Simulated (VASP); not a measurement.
# Cd (P6_3/mmc) in VASP: further runs, part 2 of 2

VASP 6.6.1.

## Step 3: Single point, r2SCAN

This run uses another cell than the first one, of 19.05 Å³/atom.

File POSCAR:

```
Cd
1.0
    2.9031321161      0.0000000000      0.0000000000
   -1.4515660581      2.5141861631      0.0000000000
    0.0000000000      0.0000000000      5.2212430972
Cd
2
Direct
    0.3333333333      0.6666666667      0.2500000000
    0.6666666667      0.3333333333      0.7500000000
```

File INCAR.step1:

```
ALGO     = Normal         # electronic algorithm
EDIFF    = 1E-4           # SCF threshold, eV
ENCUT    = 520            # plane-wave cutoff, eV
GGA      = PE             # functional
ISMEAR   = -1             # smearing method
LASPH    = True           # aspherical terms in the spheres
LCHARG   = False          # write CHGCAR
LREAL    = False          # projectors in reciprocal space
LWAVE    = True           # write WAVECAR
NBANDS   = 19             # bands
NELM     = 100            # most SCF steps
PREC     = Accurate       # precision mode
SIGMA    = 0.05           # smearing width, eV
```

File INCAR.step2:

```
ALGO     = Normal         # electronic algorithm
EDIFF    = 1E-7           # SCF threshold, eV
ENCUT    = 520            # plane-wave cutoff, eV
ISIF     = 2              # what is computed and relaxed
ISMEAR   = -1             # smearing method
ISTART   = 1            
LASPH    = True           # aspherical terms in the spheres
LCHARG   = False          # write CHGCAR
LMIXTAU  = True         
LREAL    = False          # projectors in reciprocal space
LWAVE    = False          # write WAVECAR
METAGGA  = R2SCAN         # meta-GGA
NBANDS   = 19             # bands
NELM     = 100            # most SCF steps
PREC     = Accurate       # precision mode
SIGMA    = 0.05           # smearing width, eV
```

File KPOINTS:

```
k-points
0
Gamma
  18 18 8
```

Potentials or basis: VASP PAW PBE potentials, release 64 (Cd).

Command:

```sh
$ cat potpaw_PBE.64/Cd/POTCAR > POTCAR
$ cp INCAR.step1 INCAR
$ mpirun -np 1 vasp_std > vasp.out
$ cp INCAR.step2 INCAR
$ mpirun -np 1 vasp_std > vasp.out
```

OUTCAR:

```text
EDIFF = 1E-7
   ENCUT = 520
   ISIF = 2
   ISMEAR = -1
   ISTART = 1
   LASPH = True
   LREAL = False
   METAGGA = R2SCAN
   NELM = 100
   PREC = Accurate

 ion  position               nearest neighbor table
   1  0.333  0.667  0.250-   2 3.10   2 3.10   2 3.10   2 3.10   2 3.10   2 3.10
   2  0.667  0.333  0.750-   1 3.10   1 3.10   1 3.10   1 3.10   1 3.10   1 3.10

  LATTYP: Found a hexagonal cell.
 ALAT       =     2.9031321161
 C/A-ratio  =     1.7984862171

  Lattice vectors:

 A1 = (   2.9031321161,   0.0000000000,   0.0000000000)
 A2 = (  -1.4515660581,   2.5141861631,   0.0000000000)
 A3 = (   0.0000000000,   0.0000000000,   5.2212430972)

Analysis of symmetry for initial positions (statically):
=====================================================================
 Subroutine PRICEL returns:
 Original cell was already a primitive cell.

 Routine SETGRP: Setting up the symmetry group for a
 hexagonal supercell.

 Subroutine GETGRP returns: Found 24 space group operations
 (whereof 12 operations were pure point group operations)
 out of a pool of 24 trial point group operations.

The static configuration has the point symmetry D_3d.
 The point group associated with its full space group is D_6h.

Analysis of symmetry for dynamics (positions and initial velocities):
=====================================================================
 Subroutine PRICEL returns:
 Original cell was already a primitive cell.

 Routine SETGRP: Setting up the symmetry group for a
 hexagonal supercell.

 Subroutine GETGRP returns: Found 24 space group operations
 (whereof 12 operations were pure point group operations)
 out of a pool of 24 trial point group operations.

The dynamic configuration has the point symmetry D_3d.
 The point group associated with its full space group is D_6h.

 Subroutine INISYM returns: Found 24 space group operations
 (whereof 12 operations are pure point group operations),
 and found     1 'primitive' translations

[... 110 lines left out ...]
   EFERMI_NEDOS =   21; number of points for ismear=-14 and -15
   IALGO  =     38    algorithm
   IMIX   =      4    mixing-type and parameters
     AMIX     =   0.40;   BMIX     =  1.00
     AMIX_MAG =   1.60;   BMIX_MAG =  1.00
  volume/ion in A,a.u.               =      19.05       128.59
  Fermi-wavevector in a.u.,A,eV,Ry     =   1.403242  2.651743 26.791065  1.969088
  Thomas-Fermi vector in A             =   2.525923
   LORBIT       =      0    0 simple, 1 ext, 2 COOP (PROOUT), +10 PAW based schemes
   METAGGA = R2SCAN    functional components
   LHFCALC =     F    Hartree Fock is set to
   AEXX    =    0.0000 exact exchange contribution
   IVDW    =     0    specifies the selected vdW correction
   LEPSILON=     F    determine dielectric tensor
   LRPA    =     F    only Hartree local field effects (RPA)
 non-spin polarized calculation
  energy-cutoff  :      520.00
  volume of cell :       38.11
 maximum number of plane-waves:      1063
 NGX is ok and might be reduce to    24
   NGX = 11   NGY = 11   NGZ = 19

 number of electron      24.0000013 magnetization

 Free energy of the ion-electron system (eV)
  ---------------------------------------------------
  ext. energy  EPLUGINS =         0.00000000
  ---------------------------------------------------
  free energy    TOTEN  =       -40.03359974 eV

  energy without entropy =      -40.03011933  energy(sigma->0) =      -40.03185953

 E-fermi :   4.0806     XC(G=0): -12.6004

 val. band max:        4.0569275779   @ k =   0.3889   0.0000   0.0000
 cond. band min:       4.0977808596   @ k =   0.2222   0.0000   0.1250
 fundamental gap:      0.0408532817
 Fermi energy:         4.0805934794

 k-point     1 :       0.0000    0.0000    0.0000
  band No.  band energies     occupation
      1      -7.0103      2.00000
      2      -6.5975      2.00000
      3      -6.2324      2.00000
      4      -6.1307      2.00000
      5      -6.1307      2.00000
      6      -6.0418      2.00000
[... 505 lines left out ...]
      6      -5.7976      2.00000
[... 11 lines left out ...]
     18      16.5646      0.00000
     19      16.7559      0.00000

 [... further k-points ...]

------------------------ aborting loop because EDIFF is reached ----------------------------------------

  FORCE on cell =-STRESS in cart. coord.  units (eV):
  Direction    XX          YY          ZZ          XY          YZ          ZX
  --------------------------------------------------------------------------------------
  -------------------------------------------------------------------------------------
  Total        2.5562097      2.5562097      2.4922761     -0.0000000      0.0000000      0.0000000
  in kB      107.4654635    107.4654635    104.7776324     -0.0000000      0.0000000      0.0000000
  external PRESSURE =     106.5695198 kB  Pullay stress =       0.0000000 kB

 VOLUME and BASIS-vectors are now :
 -----------------------------------------------------------------------------
  energy-cutoff  :      520.00
  volume of cell :       38.11
      direct lattice vectors                 reciprocal lattice vectors
     2.903132116  0.000000000  0.000000000     0.344455560  0.198871511  0.000000000
    -1.451566058  2.514186163  0.000000000     0.000000000  0.397743021  0.000000000
     0.000000000  0.000000000  5.221243097     0.000000000  0.000000000  0.191525271

 POSITION                                       TOTAL-FORCE (eV/Angst)
 -----------------------------------------------------------------------------------
     -0.00000      1.67612      1.30531        -0.000000      0.000000      0.000000
      1.45157      0.83806      3.91593         0.000000     -0.000000      0.000000
 -----------------------------------------------------------------------------------
    total drift:                                0.000000     -0.000000      0.000000

  FREE ENERGIE OF THE ION-ELECTRON SYSTEM (eV)
  ---------------------------------------------------
  free  energy   TOTEN  =       -40.0335997370 eV

  energy  without entropy=      -40.0301193263  energy(sigma->0) =      -40.03185953
```

It took 5 min on 1 thread of AMD EPYC 9R45 (Zen 5), shared host; peak memory 0.22 GiB.

What came out:

```
Free energy            : -40.0336 eV
Pressure               : 10.7 GPa
Band gap on the k mesh : zero (bands 12 and 13 overlap by 3.90 eV)
```

Caveat: the cell stands under pressure; the PAW data sets were made with another functional, which shifts forces and pressure a little.

## Step 4: Single point, r2SCAN

This run uses another cell than the first one, of 19.65 Å³/atom.

File POSCAR:

```
Cd
1.0
    2.9238753885      0.0000000000      0.0000000000
   -1.4619376943      2.5321503640      0.0000000000
    0.0000000000      0.0000000000      5.3073298720
Cd
2
Direct
    0.3333333333      0.6666666667      0.2500000000
    0.6666666667      0.3333333333      0.7500000000
```

File INCAR.step1:

```
SYSTEM = Cd
PREC = Accurate ; ENCUT = 520
ISMEAR = -1 ; SIGMA = 0.05
LREAL = .False. ; LASPH = .True.
NELM = 80 ; NBANDS = 19
GGA = PE ; ALGO = Normal
EDIFF = 1E-4 ; LWAVE = .True.
LCHARG = .False.
```

File INCAR.step2:

```
SYSTEM = Cd
PREC = Accurate ; ENCUT = 520
EDIFF = 1E-7 ; ISMEAR = -1
SIGMA = 0.05 ; LREAL = .False.
LASPH = .True. ; NELM = 80
ALGO = Normal ; ISIF = 2
LWAVE = .False. ; LCHARG = .True.
METAGGA = R2SCAN ; LMIXTAU = .True.
LELF = .True. ; LVHAR = .True.
NBANDS = 19 ; ISTART = 1
```

File KPOINTS:

```
regular mesh
0
Gamma
  18 18 8
  0 0 0
```

Command:

```sh
$ cat potpaw_PBE.64/Cd/POTCAR > POTCAR
$ cp INCAR.step1 INCAR
$ mpirun -np 1 vasp_std > vasp.out
$ cp INCAR.step2 INCAR
$ mpirun -np 1 vasp_std > vasp.out
```

Run time: 5.4 min. Hardware: 1 thread of AMD EPYC 9R45 (Zen 5), shared host; peak memory 0.22 GiB.

Results (log left out):

| Property | Result |
| --- | --- |
| Free energy | -40.1004 eV |
| Pressure | 7.6 GPa |
| Band gap on the k mesh | zero (bands 12 and 13 overlap by 4.09 eV) |

Stress tensor (GPa, compression positive):
```
7.66 0.00 0.00
0.00 7.66 0.00
0.00 0.00 7.43
```

Levels at points of the mesh, in eV from the Fermi level:
```tsv
k point	band 8	band 9	band 10	band 11	band 12	band 13	band 14	band 15	band 16	band 17
(0.00, 0.00, 0.00)	-9.57	-9.57	-9.20	-9.20	-3.62	-2.80	12.54	14.98	15.89	15.89
(0.50, 0.00, 0.00)	-9.20	-8.93	-8.89	-3.03	-2.31	2.35	3.13	3.97	5.70	8.67
(0.00, 0.00, 0.50)	-9.35	-9.35	-9.35	-8.35	-8.35	4.69	4.69	15.32	15.32	16.98
(0.50, 0.00, 0.50)	-9.20	-8.91	-8.91	-2.16	-2.16	0.12	0.12	9.33	9.33	10.67
```

Caveat: the cell stands under pressure; the PAW data sets were made with another functional, which shifts forces and pressure a little.

## Step 5: Summary

| cell | gap on the mesh (eV) | pressure (GPa) |
| --- | --- | --- |
| a = 2.913, b = 2.913, c = 4.932 Å, angles 90.0, 90.0, 120.0°, 2 atoms | none | 15.9 |
| a = 2.903, b = 2.903, c = 5.221 Å, angles 90.0, 90.0, 120.0°, 2 atoms | none | 10.7 |
| a = 2.924, b = 2.924, c = 5.307 Å, angles 90.0, 90.0, 120.0°, 2 atoms | none | 7.6 |

Alike in all rows: task single point; level r2SCAN; potentials or basis VASP PAW PBE potentials, release 64 (Cd); no spin polarisation; k mesh 18 × 18 × 8; cutoff (eV) 520; smearing fermi-dirac 0.05 eV.

Caveats: the cell stands under pressure; the PAW data sets were made with another functional, which shifts forces and pressure a little.

Total energies depend on the potentials used, so only differences within one code and one set of settings carry meaning.

The gap in the log of VASP goes by the Fermi energy; the results here count the filled bands.